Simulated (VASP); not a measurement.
Crystal: SiC.

```xyz
8
Lattice="3.0940 0.0000 0.0000 -1.5470 2.6795 0.0000 0.0000 0.0000 10.1291" Properties=species:S:1:pos:R:3 pbc="T T T"
Si    0.0000    0.0000   -0.0015
Si    0.0000    1.7863    2.5313
Si    0.0000    0.0000    5.0630
Si    1.5470    0.8932    7.5958
C     0.0000    0.0000    1.8972
C     0.0000    1.7863    4.4359
C     0.0000    0.0000    6.9618
C     1.5470    0.8932    9.5004
```

```yaml
Program: VASP 6.6.1
Task: relaxation of cell and atoms
Functional: r2SCAN
Potentials_or_basis: VASP PAW PBE potentials, release 64 (Si, C)
Cutoff: 600 eV
k_mesh: 12 × 12 × 2
Occupations: fermi-dirac, width 0.02 eV
Spin: no spin polarisation
```

At the start: pressure -3.8 GPa; volume 10.50 Å³/atom.

Question: Where does the relaxation end?

Answer: Over 6 steps the energy falls by 2.2 meV/atom and the volume is 10.32 Å³/atom (-1.7 %); space group P6_3mc (No. 186, to 0.1 Å) before and after.

The path:
```
step  energy change (eV)  largest force (eV/Å)  pressure (GPa)  volume (Å³)
   1              0.0000                0.0064           -3.84        83.97
   2              0.0041                0.0218            4.52        80.96
   3             -0.0176                0.0064           -0.01        82.53
   4             -0.0176                0.0067            0.07        82.50
   5             -0.0176                0.0058           -0.06        82.54
   6             -0.0176                0.0005            0.00        82.52
```

Final structure:
```xyz
8
Lattice="3.0759 0.0000 0.0000 -1.5380 2.6638 0.0000 0.0000 0.0000 10.0713" Properties=species:S:1:pos:R:3 pbc="T T T"
Si    0.0000    0.0000   10.0700
Si    0.0000    1.7759    2.5169
Si    3.0759    0.0000    5.0343
Si    1.5380    0.8879    7.5525
C    -1.5380    2.6638    1.8862
C     0.0000    1.7759    4.4107
C     0.0000    0.0000    6.9219
C     1.5380    0.8879    9.4464
```

Caveat: the PAW data sets were made with another functional, which shifts forces and pressure a little.
